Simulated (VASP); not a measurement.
# KTaO3: single point with PBEsol

The system is KTaO3.

```xyz
5
Lattice="4.0345 0.0000 0.0000 0.0000 4.0345 0.0000 0.0000 0.0000 4.2000" Properties=species:S:1:pos:R:3 pbc="T T T"
K     2.0173    2.0173    2.1000
Ta    0.0000    0.0000    0.0000
O     2.0173    0.0000    0.0000
O     0.0000    2.0173    0.0000
O     0.0000    0.0000    2.1000
```

- Program: VASP 6.6.1
- Task: single point
- Functional: PBEsol
- Potentials or basis: VASP PAW PBE potentials, release 64 (K_sv, Ta_pv, O)
- Cutoff: 520 eV
- k mesh: 8 × 8 × 8
- Occupations: gaussian, width 0.05 eV
- Spin: no spin polarisation
- Dipole correction: no
- Further INCAR settings: ALGO = Normal; EDIFF = 1e-07; NBANDS = 27

| Item | Value |
| --- | --- |
| Pressure | -12.1 GPa |
| Band gap on the k mesh | 1.88 eV (least direct gap 2.49 eV) |

Stress tensor (GPa, compression positive):
```
 -8.68   0.00   0.00
  0.00  -8.68   0.00
  0.00   0.00 -19.09
```

Levels at points of the mesh, in eV from the valence-band top:
```
           k point  band 15  band 16  band 17  band 18  band 19  band 20  band 21  band 22  band 23  band 24
(0.00, 0.00, 0.00)    -0.95    -0.95    -0.69    -0.60    -0.60     1.88     1.88     1.93     5.33     6.11
(0.50, 0.00, 0.00)    -2.24    -2.03    -1.32    -0.89    -0.77     2.03     4.63     4.64     5.65     7.42
(0.50, 0.50, 0.00)    -2.88    -1.74    -1.12    -1.12    -0.09     4.67     4.67     5.91     6.08     9.91
(0.00, 0.00, 0.50)    -2.03    -2.03    -1.47    -0.93    -0.93     2.03     4.18     4.18     6.23     7.60
(0.50, 0.00, 0.50)    -2.28    -1.84    -1.53    -1.52    -0.05     4.22     4.66     5.58     6.99     9.53
(0.50, 0.50, 0.50)    -3.63    -3.63    -0.07     0.00     0.00     5.69     5.69     5.99     8.47     8.47
```

Run time: 3.2 min on 1 thread of Intel Xeon 8259CL (shared host), peak memory 0.27 GiB.

Caveat: the cell stands under tension; the PAW data sets were made with another functional, which shifts forces and pressure a little; spin-orbit coupling is left out, which moves the levels of the heavy elements. Expect the measured gap to be larger: semilocal functionals such as PBEsol lack the derivative discontinuity.
